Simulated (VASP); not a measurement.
# CrN2 (Fd-3m) in VASP: a series of runs

CrN2 is run at these levels: PBE; tasks: single point, relaxation of cell and atoms.

Everything below comes from runs of VASP 6.6.1. Logs are shortened: lines on timing, memory, paths and dates and some standing lists are left out, and cuts for length are marked.

### Step 1. The cell of the first run

The structure is cubic, space group Fd-3m (No. 227). The conventional cell has a = 5.880 Å, b = 5.880 Å, c = 5.880 Å, α = 90.00°, β = 90.00°, γ = 90.00°. Within 3.2 Å of Cr (site symmetry -43m) lie 12 N at 2.44 Å and 4 Cr at 2.55 Å. Within 2.8 Å of N (site symmetry -3m) lie 6 N at 2.08 Å and 6 Cr at 2.44 Å.

### Step 2. Single point, PBE, collinear spin

The input, INCAR:

```
SYSTEM = CrN2
  PREC = Accurate
  ENCUT = 520
  EDIFF = 1E-6
  ISMEAR = 0
  SIGMA = 0.1
  LREAL = .False.
  LASPH = .True.
  NELM = 150
  ALGO = Normal
  ISIF = 2
  LWAVE = .False.
  LCHARG = .False.
  ISPIN = 2
  MAGMOM = 1.89 1.89 -0.11 -0.11 -0.11 -0.11
  LORBIT = 11
  LMAXMIX = 4
  GGA = PE
  NBANDS = 35
```

The input, KPOINTS:

```
regular mesh
0
Gamma
  6 6 6
  0 0 0
```

The input, POSCAR:

```
CrN2
1.0
    0.0000000000      2.9398398924      2.9398398924
    2.9398398924      0.0000000000      2.9398398924
    2.9398398924      2.9398398924      0.0000000000
Cr N
2 4
Direct
    0.0000000000      0.0000000000      0.0000000000
    0.2500000000      0.2500000000      0.2500000000
    0.6250000000      0.6250000000      0.6250000000
    0.1250000000      0.6250000000      0.6250000000
    0.6250000000      0.6250000000      0.1250000000
    0.6250000000      0.1250000000      0.6250000000
```

Potentials or basis: VASP PAW PBE potentials, release 64 (Cr_pv, N).

Run with:

```
> cat potpaw_PBE.64/Cr_pv/POTCAR potpaw_PBE.64/N/POTCAR > POTCAR
> mpirun -np 1 vasp_std > vasp.out
```

OUTCAR:

```text
SYSTEM = CrN2
   PREC = Accurate
   ENCUT = 520
   EDIFF = 1E-6
   ISMEAR = 0
   LREAL = .False.
   LASPH = .True.
   NELM = 150
   ISIF = 2
   ISPIN = 2
   LORBIT = 11
   GGA = PE

 ion  position               nearest neighbor table
   1  0.000  0.000  0.000-   3 2.44   5 2.44   6 2.44   3 2.44   4 2.44   5 2.44   3 2.44   4 2.44
                             6 2.44   4 2.44   5 2.44   6 2.44   2 2.55   2 2.55   2 2.55   2 2.55
   2  0.250  0.250  0.250-   4 2.44   5 2.44   6 2.44   3 2.44   4 2.44   6 2.44   3 2.44   4 2.44
                             5 2.44   3 2.44   5 2.44   6 2.44   1 2.55   1 2.55   1 2.55   1 2.55
   3  0.625  0.625  0.625-   2 2.44   2 2.44   2 2.44   1 2.44   1 2.44   1 2.44
   4  0.125  0.625  0.625-   2 2.44   2 2.44   1 2.44   2 2.44   1 2.44   1 2.44
   5  0.625  0.625  0.125-   2 2.44   2 2.44   1 2.44   2 2.44   1 2.44   1 2.44
   6  0.625  0.125  0.625-   2 2.44   2 2.44   1 2.44   2 2.44   1 2.44   1 2.44

  LATTYP: Found a face centered cubic cell.
 ALAT       =     5.8796797848

  Lattice vectors:

 A1 = (   0.0000000000,   2.9398398924,   2.9398398924)
 A2 = (   2.9398398924,   0.0000000000,   2.9398398924)
 A3 = (   2.9398398924,   2.9398398924,   0.0000000000)

Analysis of symmetry for initial positions (statically):
=====================================================================
 Subroutine PRICEL returns:
 Original cell was already a primitive cell.

 Routine SETGRP: Setting up the symmetry group for a
 face centered cubic supercell.

 Subroutine GETGRP returns: Found 48 space group operations
 (whereof 24 operations were pure point group operations)
 out of a pool of 48 trial point group operations.

The static configuration has the point symmetry T_d .
 The point group associated with its full space group is O_h .

Analysis of symmetry for dynamics (positions and initial velocities):
=====================================================================
 Subroutine PRICEL returns:
 Original cell was already a primitive cell.

 Routine SETGRP: Setting up the symmetry group for a
 face centered cubic supercell.

 Subroutine GETGRP returns: Found 48 space group operations
 (whereof 24 operations were pure point group operations)
 out of a pool of 48 trial point group operations.

The dynamic configuration has the point symmetry T_d .
 The point group associated with its full space group is O_h .

Analysis of structural, dynamic, and magnetic symmetry:
=====================================================================
 Subroutine PRICEL returns:
 Original cell was already a primitive cell.

 Routine SETGRP: Setting up the symmetry group for a
 face centered cubic supercell.

 Subroutine GETGRP returns: Found 48 space group operations
 (whereof 24 operations were pure point group operations)
 out of a pool of 48 trial point group operations.

The overall configuration has the point symmetry T_d .
 The point group associated with its full space group is O_h .

 Subroutine INISYM returns: Found 48 space group operations
 (whereof 24 operations are pure point group operations),
 and found     1 'primitive' translations

----------------------------------------------------------------------------------------

                                     Primitive cell

  volume of cell :      50.8161

  direct lattice vectors                    reciprocal lattice vectors
     0.000000000  2.939839892  2.939839892    -0.170077289  0.170077289  0.170077289
     2.939839892  0.000000000  2.939839892     0.170077289 -0.170077289  0.170077289
     2.939839892  2.939839892  0.000000000     0.170077289  0.170077289 -0.170077289

  length of vectors
     4.157561447  4.157561447  4.157561447     0.294582506  0.294582506  0.294582506

  position of ions in fractional coordinates (direct lattice)
     0.000000000  0.000000000  0.000000000
     0.250000000  0.250000000  0.250000000
     0.625000000  0.625000000  0.625000000
     0.125000000  0.625000000  0.625000000
     0.625000000  0.625000000  0.125000000
     0.625000000  0.125000000  0.625000000

  ion indices of the primitive-cell ions
   primitive index   ion index
                 1           1
                 2           2
                 3           3
                 4           4
                 5           5
                 6           6

[... 31 lines left out ...]
  0.500000  0.000000  0.000000      4.000000
  0.166667  0.166667  0.000000      6.000000
  0.333333  0.166667  0.000000     24.000000
[... 8 lines left out ...]
 -0.333333  0.333333  0.166667     24.000000
 -0.333333  0.500000  0.166667     12.000000
   k-points           NKPTS =     16   k-points in BZ     NKDIM =     16   number of bands    NBANDS=     35
   number of dos      NEDOS =    301   number of ions     NIONS =      6
   total plane-waves  NPLWV =  32768
   dimension x,y,z NGX =    32 NGY =   32 NGZ =   32
   dimension x,y,z NGXF=    64 NGYF=   64 NGZF=   64
   ions per type =               2   4
   NGX,Y,Z   is equivalent  to a cutoff of  12.80, 12.80, 12.80 a.u.
   NGXF,Y,Z  is equivalent  to a cutoff of  25.59, 25.59, 25.59 a.u.
 SYSTEM =  CrN2
   PREC   = accura    normal or accurate (medium, high low for compatibility)
   ISTART =      0    job   : 0-new  1-cont  2-samecut
   ICHARG =      2    charge: 1-file 2-atom 10-const
   ISPIN  =      2    spin polarized calculation?
   LNONCOLLINEAR =      F non collinear calculations
   LSORBIT =      F    spin-orbit coupling
   LASPH  =      T    aspherical Exc in radial PAW
   ENCUT  =  520.0 eV  38.22 Ry    6.18 a.u.   7.73  7.73  7.73*2*pi/ulx,y,z
   NELM   =    150;   NELMIN=  2; NELMDL= -5     # of ELM steps
   EDIFF  = 0.1E-05   stopping-criterion for ELM
   LREAL  =      F    real-space projection
[... 7 lines left out ...]
   TEBEG  =    0.0;   TEEND  =   0.0 temperature during run
   PSTRESS=    0.0 pullay stress
   NELECT =      44.0000    total number of electrons
   NUPDOWN=      -1.0000    fix difference up-down
   EMIN   =  10.00;   EMAX   =-10.00  energy-range for DOS
   EFERMI =   0.00;   METHOD = LEGACY
   ISMEAR =     0;   SIGMA  =   0.10  broadening in eV -4-tet -1-fermi 0-gaus
   EFERMI_NEDOS =   21; number of points for ismear=-14 and -15
   IALGO  =     38    algorithm
   IMIX   =      4    mixing-type and parameters
     AMIX     =   0.40;   BMIX     =  1.00
     AMIX_MAG =   1.60;   BMIX_MAG =  1.00
  volume/ion in A,a.u.               =       8.47        57.15
  Fermi-wavevector in a.u.,A,eV,Ry     =   1.560362  2.948657 33.126509  2.434730
  Thomas-Fermi vector in A             =   2.663585
   LORBIT       =     11    0 simple, 1 ext, 2 COOP (PROOUT), +10 PAW based schemes
   GGA     = PE    functional components
   LHFCALC =     F    Hartree Fock is set to
   AEXX    =    0.0000 exact exchange contribution
   IVDW    =     0    specifies the selected vdW correction
   LEPSILON=     F    determine dielectric tensor
   LRPA    =     F    only Hartree local field effects (RPA)
 spin polarized calculation
 Gauss-broadening in eV      SIGMA  =   0.10
  energy-cutoff  :      520.00
  volume of cell :       50.82
 maximum number of plane-waves:      1381
   NGX = 15   NGY = 15   NGZ = 15

 number of electron      43.9999986 magnetization       3.1483137

 Free energy of the ion-electron system (eV)
  ---------------------------------------------------
  ext. energy  EPLUGINS =         0.00000000
  ---------------------------------------------------
  free energy    TOTEN  =       -38.44953660 eV

  energy without entropy =      -38.41988070  energy(sigma->0) =      -38.43470865

 E-fermi :   9.3985     XC(G=0): -13.2181

 val. band max:        9.3848262953   @ k =  -0.1667   0.1667   0.0000
 cond. band min:       9.4023934470   @ k =   0.3333   0.1667   0.0000
 fundamental gap:      0.0175671517
 Fermi energy:         9.3984979804

 spin component 1

 k-point     1 :       0.0000    0.0000    0.0000
  band No.  band energies     occupation
      1     -34.7921      1.00000
      2     -34.7921      1.00000
      3     -34.7921      1.00000
      4     -34.5526      1.00000
      5     -34.5526      1.00000
      6     -34.5526      1.00000
[... 581 lines left out ...]
     33      15.7292      0.00000
     34      15.7292      0.00000
 Fermi energy:         9.3984979804

 spin component 2

 k-point     1 :       0.0000    0.0000    0.0000
  band No.  band energies     occupation
      1     -33.0618      1.00000
      2     -33.0618      1.00000
      3     -33.0618      1.00000
      4     -32.8101      1.00000
      5     -32.8101      1.00000
      6     -32.8101      1.00000
[... 581 lines left out ...]
     33      17.5202      0.00000
     34      17.5202      0.00000
 [bands above 34 left out]

------------------------ aborting loop because EDIFF is reached ----------------------------------------

  FORCE on cell =-STRESS in cart. coord.  units (eV):
  Direction    XX          YY          ZZ          XY          YZ          ZX
  --------------------------------------------------------------------------------------
  -------------------------------------------------------------------------------------
  Total       -0.0570100     -0.0570100     -0.0570100     -0.0000000     -0.0000000      0.0000000
  in kB       -1.7974652     -1.7974652     -1.7974652     -0.0000000     -0.0000000      0.0000000
  external PRESSURE =      -1.7974652 kB  Pullay stress =       0.0000000 kB

 VOLUME and BASIS-vectors are now :
 -----------------------------------------------------------------------------
  energy-cutoff  :      520.00
  volume of cell :       50.82
      direct lattice vectors                 reciprocal lattice vectors
     0.000000000  2.939839892  2.939839892    -0.170077289  0.170077289  0.170077289
     2.939839892  0.000000000  2.939839892     0.170077289 -0.170077289  0.170077289
     2.939839892  2.939839892  0.000000000     0.170077289  0.170077289 -0.170077289

 POSITION                                       TOTAL-FORCE (eV/Angst)
 -----------------------------------------------------------------------------------
      0.00000      0.00000      0.00000         0.000000      0.000000      0.000000
      1.46992      1.46992      1.46992        -0.000000     -0.000000     -0.000000
      3.67480      3.67480      3.67480        -0.000000      0.000000     -0.000000
      3.67480      2.20488      2.20488        -0.000000      0.000000     -0.000000
      2.20488      2.20488      3.67480        -0.000000      0.000000     -0.000000
      2.20488      3.67480      2.20488        -0.000000      0.000000     -0.000000
 -----------------------------------------------------------------------------------
    total drift:                                0.000000     -0.000000      0.000000

  FREE ENERGIE OF THE ION-ELECTRON SYSTEM (eV)
  ---------------------------------------------------
  free  energy   TOTEN  =       -38.4495366026 eV

  energy  without entropy=      -38.4198807025  energy(sigma->0) =      -38.43470865

 total charge

# of ion       s       p       d       tot
------------------------------------------
    1        0.222   6.213   4.230  10.664
    2        0.222   6.213   4.230  10.664
    3        1.404   2.028   0.000   3.432
    4        1.404   2.028   0.000   3.432
    5        1.404   2.028   0.000   3.432
    6        1.404   2.028   0.000   3.432
--------------------------------------------------
tot          6.058  20.538   8.459  35.055

 magnetization (x)

# of ion       s       p       d       tot
------------------------------------------
    1        0.019   0.017   1.657   1.693
    2        0.019   0.017   1.657   1.693
    3        0.003  -0.081   0.000  -0.079
    4        0.003  -0.081   0.000  -0.079
    5        0.003  -0.081   0.000  -0.079
    6        0.003  -0.081   0.000  -0.079
--------------------------------------------------
tot          0.048  -0.292   3.314   3.071
```

Run time: 1.7 min. Hardware: 1 thread of Intel Xeon Platinum 8259CL at 2.50GHz (Skylake/Cascade Lake), shared host; peak memory 0.22 GiB.

Results:

```yaml
Free_energy: -38.4495 eV
Pressure: -0.2 GPa
Net_moment: 3.15 μB per cell
Site_moments: Cr +1.69; N -0.08 μB
Valence_electrons_inside_the_program's_atomic_spheres: Cr 10.66; N 3.43
```

With open d or f shells a metallic result of PBE can be an artefact of self-interaction; +U or a hybrid may open a gap.

### Step 3. Relaxation of cell and atoms, PBE, collinear spin

This run uses another cell than the first one, of 8.75 Å³/atom.

The input, INCAR:

```
ALGO     = Normal         # electronic algorithm
EDIFF    = 1E-6           # SCF threshold, eV
EDIFFG   = -0.04          # ionic threshold
ENCUT    = 600            # plane-wave cutoff, eV
GGA      = PE             # functional
IBRION   = 2              # ionic algorithm
ISIF     = 3              # what is computed and relaxed
ISMEAR   = 0              # smearing method
ISPIN    = 2              # spin polarisation
LASPH    = True           # aspherical terms in the spheres
LCHARG   = False          # write CHGCAR
LMAXMIX  = 4              # l up to which the mixer works
LORBIT   = 11             # projections on sites
LREAL    = False          # projectors in reciprocal space
LWAVE    = False          # write WAVECAR
MAGMOM   = 1.89 1.89 -0.11 -0.11 -0.11 -0.11 # initial moments
NELM     = 150            # most SCF steps
NSW      = 90             # ionic steps
PREC     = Accurate       # precision mode
SIGMA    = 0.1            # smearing width, eV
```

The input, KPOINTS:

```
k-points
0
Gamma
  6 6 6
```

Changes to POSCAR since step 2:

```diff
@@ -2,5 +2,5 @@
 1.0
-    0.0000000000      2.9398398924      2.9398398924
-    2.9398398924      0.0000000000      2.9398398924
-    2.9398398924      2.9398398924      0.0000000000
+    0.0000000000      2.9724757871      2.9724757871
+    2.9724757871      0.0000000000      2.9724757871
+    2.9724757871      2.9724757871      0.0000000000
 Cr N
```

Potentials or basis: VASP PAW PBE potentials, release 64 (Cr_pv, N).

Run with:

```
> cat potpaw_PBE.64/Cr_pv/POTCAR potpaw_PBE.64/N/POTCAR > POTCAR
> mpirun -np 1 vasp_std > vasp.out
```

OUTCAR:

```text
EDIFF = 1E-6
   EDIFFG = -0.04
   ENCUT = 600
   GGA = PE
   IBRION = 2
   ISIF = 3
   ISMEAR = 0
   ISPIN = 2
   LASPH = True
   LORBIT = 11
   LREAL = False
   NELM = 150
   NSW = 90
   PREC = Accurate

 ion  position               nearest neighbor table
   1  0.000  0.000  0.000-   3 2.46   5 2.46   6 2.46   3 2.46   4 2.46   5 2.46   4 2.46   6 2.46
                             4 2.46   5 2.46   6 2.46   3 2.46   2 2.57   2 2.57   2 2.57   2 2.57
   2  0.250  0.250  0.250-   4 2.46   5 2.46   6 2.46   4 2.46   6 2.46   3 2.46   4 2.46   5 2.46
                             3 2.46   5 2.46   6 2.46   3 2.46   1 2.57   1 2.57   1 2.57   1 2.57
   3  0.625  0.625  0.625-   2 2.46   2 2.46   1 2.46   1 2.46   2 2.46   1 2.46
   4  0.125  0.625  0.625-   2 2.46   2 2.46   1 2.46   2 2.46   1 2.46   1 2.46
   5  0.625  0.625  0.125-   2 2.46   2 2.46   1 2.46   2 2.46   1 2.46   1 2.46
   6  0.625  0.125  0.625-   2 2.46   2 2.46   1 2.46   2 2.46   1 2.46   1 2.46

  LATTYP: Found a face centered cubic cell.
 ALAT       =     5.9449515742

[... 1299 lines left out ...]
 cond. band min:       9.8847410802   @ k =  -0.3333   0.3333   0.1667
 fundamental gap:      0.0192582950
 Fermi energy:         9.8678153569

 spin component 1

 k-point     1 :       0.0000    0.0000    0.0000
  band No.  band energies     occupation
      1     -33.8182      1.00000
      2     -33.8182      1.00000
      3     -33.8182      1.00000
      4     -33.5549      1.00000
      5     -33.5549      1.00000
      6     -33.5549      1.00000
[... 1017 lines left out ...]
  FREE ENERGIE OF THE ION-ELECTRON SYSTEM (eV)
  ---------------------------------------------------
  free  energy   TOTEN  =       -38.4100338297 eV

  energy  without entropy=      -38.3777637255  energy(sigma->0) =      -38.39389878

 reached required accuracy - stopping structural energy minimisation

 total charge

# of ion       s       p       d       tot
------------------------------------------
    1        0.232   6.226   4.245  10.703
    2        0.232   6.226   4.245  10.703
    3        1.406   2.022   0.000   3.428
    4        1.406   2.022   0.000   3.428
    5        1.406   2.022   0.000   3.428
    6        1.406   2.022   0.000   3.428
--------------------------------------------------
tot          6.087  20.541   8.490  35.119

 magnetization (x)

# of ion       s       p       d       tot
------------------------------------------
    1       -0.000  -0.000  -0.001  -0.001
    2       -0.000  -0.000  -0.001  -0.001
    3        0.000  -0.000   0.000  -0.000
    4        0.000  -0.000   0.000  -0.000
    5        0.000  -0.000   0.000  -0.000
    6        0.000  -0.000   0.000  -0.000
--------------------------------------------------
tot         -0.000  -0.000  -0.002  -0.002
```

Run time: 5.8 min. Hardware: 1 thread of Intel Xeon Platinum 8259CL at 2.50GHz (Skylake/Cascade Lake), shared host; peak memory 0.27 GiB.

Results:

| Quantity | Value |
| --- | --- |
| Free energy | -38.4100 eV |
| Relaxed volume | 8.23 Å³/atom |
| Relaxed cell | a = 4.119 Å, b = 4.119 Å, c = 4.119 Å, α = 60.00°, β = 60.00°, γ = 60.00° |
| Space group after relaxing (to 0.1 Å) | Fd-3m (No. 227) |
| Energy gained by relaxing | 21.9 meV/atom |
| Ionic steps | 3 |
| Pressure after relaxing | -0.1 GPa |
| Band gap on the k mesh | zero (filled and empty bands overlap) |
| Net moment | 0.00 μB per cell |
| Valence electrons inside the program's atomic spheres | Cr 10.70; N 3.43 |

The path:
```csv
step,energy change (eV),largest force (eV/Å),pressure (GPa),volume (Å³)
1,0.0000,0.0000,-12.74,52.53
2,-0.0680,0.0000,10.61,47.41
3,-0.1314,0.0000,-0.06,49.41
```

Final structure:
```yaml
crystal:
  lattice:
    - [0.00000, 2.91242, 2.91242]
    - [2.91242, 0.00000, 2.91242]
    - [2.91242, 2.91242, 0.00000]
  atoms:
    - { symbol: Cr, position: [0.00000, 0.00000, 0.00000] }
    - { symbol: Cr, position: [0.25000, 0.25000, 0.25000] }
    - { symbol: N, position: [0.62500, 0.62500, 0.62500] }
    - { symbol: N, position: [0.12500, 0.62500, 0.62500] }
    - { symbol: N, position: [0.62500, 0.62500, 0.12500] }
    - { symbol: N, position: [0.62500, 0.12500, 0.62500] }
```

Caveat: the moments typed at the start vanished in this run. With open d or f shells a metallic result of PBE can be an artefact of self-interaction; +U or a hybrid may open a gap.
